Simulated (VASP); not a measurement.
Set up this calculation in VASP 6.6.1, as the native input.

```yaml
Task: single point
Functional: PBE
Potentials_or_basis: VASP PAW PBE potentials, release 64 (Si, Mo_sv)
Cutoff: 520 eV
k_mesh: 8 × 8 × 8
Occupations: gaussian, width 0.15 eV
Spin: no spin polarisation
Dipole_correction: no
Further_INCAR_settings: ALGO = Fast; EDIFF = 1e-06; NBANDS = 56
```

The structure of SiMo3 lies in POSCAR:

```
SiMo3
1.0
    5.2008407282      0.0000000000      0.0000000000
    0.0000000000      5.2008407282      0.0000000000
    0.0000000000      0.0000000000      4.9064535172
Si Mo
2 6
Direct
    0.0000000000      0.0000000000      0.0000000000
    0.5000000000      0.5000000000      0.5000000000
    0.2500000000      0.0000000000      0.5000000000
    0.5000000000      0.7500000000      0.0000000000
    0.7500000000      0.0000000000      0.5000000000
    0.5000000000      0.2500000000      0.0000000000
    0.0000000000      0.5000000000      0.7500000000
    0.0000000000      0.5000000000      0.2500000000
```

This cell differs from its parent crystal: strain +0.0600 x Voigt [1, 1, 0, 0, 0, 0].

The input as run:

INCAR

```
PREC = Accurate
ENCUT = 520
EDIFF = 1E-6
ISMEAR = 0
SIGMA = 0.15
LREAL = F
LASPH = T
NELM = 60
ALGO = Fast
ISIF = 2
LWAVE = F
LCHARG = T
GGA = PE
LELF = T
LVHAR = T
NBANDS = 56
```

KPOINTS

```
Automatic mesh
0
Gamma
  8 8 8
```

Potentials or basis: VASP PAW PBE potentials, release 64 (Si, Mo_sv).

Launch:

```bash
$ cat potpaw_PBE.64/Si/POTCAR potpaw_PBE.64/Mo_sv/POTCAR > POTCAR
$ mpirun -np 1 vasp_std > vasp.out
```

Results of the run:

- Pressure: -21.4 GPa
- Largest force: 0.081 eV/Å
- Band gap on the k mesh: zero (bands 46 and 47 overlap by 1.87 eV)

Caveat: the cell differs from its parent crystal (strain +0.0600 x Voigt [1, 1, 0, 0, 0, 0]); the stress differs along the axes, from -26 to -13 GPa.

It took 10 min on 1 thread of Oxide Virtual Turin-like Processor, with other jobs on the host, peak memory 0.47 GiB.
